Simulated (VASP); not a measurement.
A run of VASP 6.6.1 is set up as follows.

The input INCAR:

```
ALGO     = Normal         # electronic algorithm
EDIFF    = 1E-6           # SCF threshold, eV
ENCUT    = 520            # plane-wave cutoff, eV
GGA      = PS             # functional
ISIF     = 2              # what is computed and relaxed
ISMEAR   = 0              # smearing method
LASPH    = T              # aspherical terms in the spheres
LCHARG   = F              # write CHGCAR
LREAL    = F              # projectors in reciprocal space
LWAVE    = F              # write WAVECAR
NBANDS   = 11             # bands
NELM     = 80             # most SCF steps
PREC     = Accurate       # precision mode
SIGMA    = 0.01           # smearing width, eV
```

Contents of KPOINTS:

```
k-points
0
Gamma
  8 8 8
```

File POSCAR:

```
MgO
1.0
    0.0000000000      2.1071309843      2.1071309843
    2.1071309843      0.0000000000      2.1071309843
    2.1071309843      2.1071309843      0.0000000000
Mg O
1 1
Direct
    0.0000000000      0.0000000000      0.0000000000
    0.5000000000      0.5000000000      0.5000000000
```

Potentials or basis: VASP PAW PBE potentials, release 64 (Mg, O).

Command:

```console
$ cat potpaw_PBE.64/Mg/POTCAR potpaw_PBE.64/O/POTCAR > POTCAR
$ mpirun -np 1 vasp_std > vasp.out
```

(1) Predict the band gap on the k mesh.

(2) Estimate the pressure.

Answers

(1) 4.62 eV, direct.

(2) -0.5 GPa.

Caveat: the PAW data sets were made with another functional, which shifts forces and pressure a little.

**Measured values to compare with.**

“Electronic structure of alkaline earth and post-transition metal oxides”, 2009, arxiv:0908.1581 quotes, for a bulk crystal of MgO: band gap 7.83 eV.

A measured gap of MgO is 7.83 eV (quoted in “Electronic structure of alkaline earth and post-transition metal oxides”, 2009, arxiv:0908.1581); the calculated 4.62 eV misses it by -3.21 eV. The value is that of PBEsol, without temperature or zero-point motion. Semilocal functionals fall short of measured gaps as a rule.
